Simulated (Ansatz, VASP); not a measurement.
# CuO in VASP and in Ansatz

INCAR

```
SYSTEM = CuO
PREC = Accurate
ENCUT = 600
EDIFF = 1E-6
ISMEAR = -1
SIGMA = 0.05
LREAL = .False.
LASPH = .True.
NELM = 60
ALGO = Normal
ISIF = 3
LWAVE = .False.
LCHARG = .False.
IBRION = 2
NSW = 80
EDIFFG = -0.01
```

The input KPOINTS:

```
regular mesh
0
Gamma
  8 8 5
  0 0 0
```

POSCAR

```
CuO
1.0
    0.0000000000     -2.1165600000     -2.1165600000
   -2.1165600000      0.0000000000     -2.1165600000
    2.1165600000      2.1165600000     -4.2331200000
Cu O
2 2
Direct
    0.5038875400      0.4769880100      0.4880064000
    0.0038875400      0.9769880100      0.9880064000
    0.7461124600      0.7730119900      0.7619936000
    0.2461124600      0.2730119900      0.2619936000
```

Contents of input.yaml:

```yaml
crystal:
  lattice:
    - [0.0, -2.11656, -2.11656]
    - [-2.11656, 0.0, -2.11656]
    - [2.11656, 2.11656, -4.23312]
  atoms:
    - { symbol: Cu, position: [0.50388754, 0.47698801, 0.4880064] }
    - { symbol: Cu, position: [0.00388754, 0.97698801, 0.9880064] }
    - { symbol: O, position: [0.74611246, 0.77301199, 0.7619936] }
    - { symbol: O, position: [0.24611246, 0.27301199, 0.2619936] }
kpoints:
  mp_grid: { grid: [8, 8, 5] }
scf:
  occupations: { method: fermi_dirac, width: 0.05 }
hamiltonian:
  xc: lda
  pseudopotentials: { kind: all_electron, lapw: { basis_error: 0.002 } }
output:
  forces: true
  stress: true
relax:
  f_tol: 0.01
  max_steps: 60
  cell: {}
```

Alike in both runs: task relaxation of cell and atoms; functional LDA; k mesh 8 × 8 × 5; occupations fermi-dirac, width 0.05 eV; no spin polarisation.

|  | VASP | Ansatz |
| --- | --- | --- |
| version | VASP 6.6.1 | Ansatz 0.2.0 |
| potentials or method | VASP PAW LDA potentials, release 64 (Cu, O), cutoff 600 eV | all-electron LAPW, scalar-relativistic |

|  | VASP | Ansatz | Ansatz less VASP |
| --- | --- | --- | --- |
| relaxed volume (Å³/atom) | 8.78 | 8.76 | -0.020 |
| relaxed cell length with the largest relative difference (Å) | 2.923 | 2.919 | -0.0048 |

LDA's correlation is that of Perdew and Zunger in VASP and of Perdew and Wang (1992) in Ansatz. Ansatz ran all-electron here, and VASP with PAW potentials.

Noted on Ansatz's run: the k mesh is thin for a metal, which can move the energy by tens of meV per atom.
